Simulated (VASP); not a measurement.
Here is a VASP 6.6.1 calculation.

Contents of INCAR:

```
SYSTEM = MgPdC4N4
  PREC = Accurate
  ENCUT = 520
  EDIFF = 1E-7
  ISMEAR = 0
  SIGMA = 0.1
  LREAL = .False.
  LASPH = .True.
  NELM = 150
  ALGO = Normal
  ISIF = 2
  LWAVE = .False.
  LCHARG = .False.
  ISPIN = 2
  MAGMOM = 0 1.22 0 0 0 0 0 0 0 0
  LORBIT = 11
  LMAXMIX = 4
  GGA = PE
  NBANDS = 39
```

File KPOINTS:

```
Automatic mesh
0
Gamma
  6 6 6
  0 0 0
```

POSCAR

```
MgPdC4N4
1.0
    6.2791122603      0.0000000000      0.0000000000
    0.0000000000      6.2791122603      0.0000000000
    0.0000000000      0.0000000000      6.2791122603
Mg Pd C N
1 1 4 4
Direct
    0.0000000000      0.0000000000      0.0000000000
    0.5000000000      0.5000000000      0.5000000000
    0.2005234039      0.2005234039      0.2005234039
    0.2005234039      0.7994765961      0.7994765961
    0.7994765961      0.2005234039      0.7994765961
    0.7994765961      0.7994765961      0.2005234039
    0.3079302413      0.3079302413      0.3079302413
    0.3079302413      0.6920697587      0.6920697587
    0.6920697587      0.3079302413      0.6920697587
    0.6920697587      0.6920697587      0.3079302413
```

Potentials or basis: VASP PAW PBE potentials, release 64 (Mg, Pd, C, N).

Run with:

```sh
$ cat potpaw_PBE.64/Mg/POTCAR potpaw_PBE.64/Pd/POTCAR potpaw_PBE.64/C/POTCAR potpaw_PBE.64/N/POTCAR > POTCAR
$ mpirun -np 1 vasp_std > vasp.out
```

Task: Estimate the band gap on the k mesh.

Result: Zero (filled and empty bands overlap).

Task: Estimate the site moments.

Result: Mg +0.00; Pd +1.32; C +0.04; N +0.08 μB.

Task: Estimate the largest force.

Result: 0.408 eV/Å.

Forces in eV/Å, atoms in the order of the input:
```
Mg   0.000  0.000  0.000
Pd   0.000  0.000  0.000
C   -0.232 -0.232 -0.232
C   -0.232  0.232  0.232
C    0.232 -0.232  0.232
C    0.232  0.232 -0.232
N    0.235  0.235  0.235
N    0.235 -0.235 -0.235
N   -0.235  0.235 -0.235
N   -0.235 -0.235  0.235
```
